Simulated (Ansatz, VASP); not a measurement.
## MoS2 in VASP and in Ansatz

POSCAR

```
MoS2
1.0
    3.2274645616      0.0000000000      0.0000000000
   -1.6137322808      2.7950663001      0.0000000000
    0.0000000000      0.0000000000      6.3124734200
Mo S
1 2
Direct
    0.0000000000      0.0000000000      0.5000000000
    0.6666666667      0.3333333333      0.7446806800
    0.3333333333      0.6666666667      0.2553193200
```

File INCAR.step1:

```
PREC     = Accurate       # precision mode
ENCUT    = 520            # plane-wave cutoff, eV
EDIFF    = 1E-5           # SCF threshold, eV
ISMEAR   = -1             # smearing method
SIGMA    = 0.05           # smearing width, eV
LREAL    = False          # projectors in reciprocal space
LASPH    = True           # aspherical terms in the spheres
NELM     = 80             # most SCF steps
ALGO     = Normal         # electronic algorithm
ISIF     = 2              # what is computed and relaxed
LWAVE    = True           # write WAVECAR
NBANDS   = 20             # bands
GGA      = PE             # functional
```

The input INCAR.step2:

```
PREC     = Accurate       # precision mode
ENCUT    = 520            # plane-wave cutoff, eV
EDIFF    = 1E-7           # SCF threshold, eV
ISMEAR   = -1             # smearing method
SIGMA    = 0.05           # smearing width, eV
LREAL    = False          # projectors in reciprocal space
LASPH    = True           # aspherical terms in the spheres
NELM     = 80             # most SCF steps
ALGO     = Normal         # electronic algorithm
ISIF     = 2              # what is computed and relaxed
LWAVE    = False          # write WAVECAR
LCHARG   = True           # write CHGCAR
GGA      = PE             # functional
LHFCALC  = True           # exact exchange
AEXX     = 0.25           # exact-exchange fraction
HFSCREEN = 0.3            # screening, 1/A
PRECFOCK = Normal       
LELF     = True           # ELF
LVHAR    = True         
NBANDS   = 20             # bands
ISTART   = 1
```

Contents of KPOINTS:

```
regular mesh
0
Gamma
  5 5 2
```

File input.yaml:

```yaml
crystal:
  lattice:
    - [3.2274645616, 0.0, 0.0]
    - [-1.6137322808, 2.7950663001, 0.0]
    - [0.0, 0.0, 6.31247342]
  atoms:
    - { symbol: Mo, position: [0.0, 0.0, 0.5] }
    - { symbol: S, position: [0.6666666667, 0.3333333333, 0.74468068] }
    - { symbol: S, position: [0.3333333333, 0.6666666667, 0.25531932] }
hamiltonian:
  xc: { exchange: pbe, correlation: pbe, exx: { coeff: 0.25, omega: 0.3 } }
  pseudopotentials: { kind: paw }
kpoints:
  mp_grid: { grid: [5, 5, 2] }
  band_path:
    path:
      - [[0.0, 0.0, 0.0], [0.5, 0.0, 0.0], [0.3333333333, 0.3333333333, 0.0], [0.0, 0.0, 0.0], [0.0, 0.0, 0.5], [0.5, 0.0, 0.5], [0.3333333333, 0.3333333333, 0.5], [0.0, 0.0, 0.5]]
      - [[0.5, 0.0, 0.5], [0.5, 0.0, 0.0]]
      - [[0.3333333333, 0.3333333333, 0.0], [0.3333333333, 0.3333333333, 0.5]]
    npoints: 4
scf:
  occupations: { method: fermi_dirac, width: 0.05 }
  n_extra_bands: 7
output:
  forces: true
  stress: true
  eigenvalues: true
  fatbands: false
  write_density: true
  write_potential: true
  elf: true
  volumetric_format: npy
```

Alike in both runs: functional PBE-based screened hybrid; k mesh 5 × 5 × 2; occupations fermi-dirac, width 0.05 eV; no spin polarisation.

|  | VASP | Ansatz |
| --- | --- | --- |
| version | VASP 6.6.1 | Ansatz 0.2.0 |
| potentials or method | VASP PAW PBE potentials, release 64 (Mo_sv, S) | Ansatz PAW |
| plane-wave cutoff (eV) | 520 | 420 |
| valence electrons in the cell | 26 | 26 |
| task | single point | band structure |

|  | VASP | Ansatz | Ansatz less VASP |
| --- | --- | --- | --- |
| gap on the k mesh at the Fermi level (eV) | none | none | - |
| pressure (GPa) | -3.0 | -2.8 | +0.19 |
| traceless stress, the component that is largest in VASP (GPa) | 0.09 | 0.10 | +0.018 |
| rms of the force components (eV/Å) | 0.163 | 0.154 | -0.0096 |

VASP's potentials were made for PBE, not for PBE-based screened hybrid. Atom by atom the forces differ by 0.010 eV/Å (rms over components). A gap of «none» marks a metal or a gap that the smearing closes.

The k mesh is coarse, so the values compare programs but aren't converged.
